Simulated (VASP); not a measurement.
A run of VASP 6.6.1 is set up as follows.

INCAR

```
PREC = Accurate
ENCUT = 600
EDIFF = 1E-7
ISMEAR = 0
SIGMA = 0.1
LREAL = False
LASPH = True
NELM = 150
ALGO = Normal
ISIF = 3
LWAVE = False
LCHARG = False
ISPIN = 2
MAGMOM = 0 4.51 0 0 0 0
LORBIT = 11
LMAXMIX = 4
GGA = PE
IBRION = 2
NSW = 100
EDIFFG = -0.01
KPAR = 4
```

The input KPOINTS:

```
regular mesh
0
Gamma
  8 8 8
```

Contents of POSCAR:

```
InReSe4
1.0
    0.0000000000      4.1790446400      4.1790446400
    4.1790446400      0.0000000000      4.1790446400
    4.1790446400      4.1790446400      0.0000000000
In Re Se
1 1 4
Direct
    0.0000000000      0.0000000000      0.0000000000
    0.7500000000      0.7500000000      0.7500000000
    0.8735502700      0.3754832400      0.3754832400
    0.3754832400      0.3754832400      0.3754832400
    0.3754832400      0.8735502700      0.3754832400
    0.3754832400      0.3754832400      0.8735502700
```

Potentials or basis: VASP PAW PBE potentials, release 64 (In_d, Re, Se).

Launch:

```sh
$ cat potpaw_PBE.64/In_d/POTCAR potpaw_PBE.64/Re/POTCAR potpaw_PBE.64/Se/POTCAR > POTCAR
$ mpirun -np 4 vasp_std > vasp.out
```

Q: What does it give for the space group after relaxing (to 0.1 Å)?

A: F-43m (No. 216).

Q: Estimate the relaxed volume.

A: 23.09 Å³/atom.

Step by step:
| step | energy change (eV) | largest force (eV/Å) | pressure (GPa) | volume (Å³) |
| --- | --- | --- | --- | --- |
| 1 | 0.0000 | 0.1054 | -1.93 | 145.97 |
| 2 | -0.0460 | 0.0911 | -0.33 | 139.88 |
| 3 | -0.0475 | 0.0885 | 0.04 | 138.65 |
| 4 | -0.0475 | 0.0882 | 0.08 | 138.50 |
| 5 | -0.0487 | 0.0451 | 0.06 | 138.52 |
| 6 | -0.0492 | 0.0003 | 0.04 | 138.55 |
